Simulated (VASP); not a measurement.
Write the native input for VASP 6.6.1 that does the following.

| Item | Value |
| --- | --- |
| Task | relaxation of shape and atoms at fixed volume |
| Functional | PBE |
| Potentials or basis | VASP PAW PBE potentials, release 64 (Ge_d, Mo_sv, W_sv) |
| Cutoff | 600 eV |
| k mesh | 12 × 12 × 6 |
| Occupations | gaussian, width 0.1 eV |
| Spin | no spin polarisation |
| Dipole correction | no |
| Further INCAR settings | ALGO = Fast; EDIFF = 1e-06; IBRION = 2; EDIFFG = -0.01; NSW = 50; ISIF = 4 |

The structure of Ge4MoW lies in POSCAR:

```
Ge4MoW
1.0
    3.3060190813      0.0000000000      0.0000000000
    0.0000000000      3.3060190813      0.0000000000
    0.0000000000      0.0000000000      8.2044391505
Ge Mo W
4 1 1
Direct
    0.0000000000      0.0000000000      0.6627370000
    0.5000000000      0.5000000000      0.1614470000
    0.0000000000      0.0000000000      0.3372630000
    0.5000000000      0.5000000000      0.8385530000
    0.0000000000      0.0000000000      0.0000000000
    0.5000000000      0.5000000000      0.5000000000
```

The input as run:

INCAR

```
SYSTEM = Ge4MoW
ALGO = Fast
EDIFF = 1E-6
EDIFFG = -0.01
ENCUT = 600
GGA = PE
IBRION = 2
ISIF = 4
ISMEAR = 0
LASPH = .TRUE.
LCHARG = .FALSE.
LREAL = .FALSE.
LWAVE = .FALSE.
NELM = 60
NSW = 50
PREC = Accurate
SIGMA = 0.1
```

KPOINTS

```
k-points
0
G
  12 12 6
  0 0 0
```

Potentials or basis: VASP PAW PBE potentials, release 64 (Ge_d, Mo_sv, W_sv).

Launch:

```console
$ cat potpaw_PBE.64/Ge_d/POTCAR potpaw_PBE.64/Mo_sv/POTCAR potpaw_PBE.64/W_sv/POTCAR > POTCAR
$ mpirun -np 1 vasp_std > vasp.out
```

Results of the run:

```json
{"Energy gained by relaxing": "0.2 meV/atom", "Ionic steps": "5", "Pressure after relaxing": "5.8 GPa", "Band gap on the k mesh": "zero (bands 42 and 43 overlap by 1.16 eV)"}
```

Caveat: spin-orbit coupling is left out, which moves the levels of the heavy elements.

Run time: 44 min on 1 thread of Oxide Virtual Turin-like Processor (shared host), peak memory 0.6 GiB.
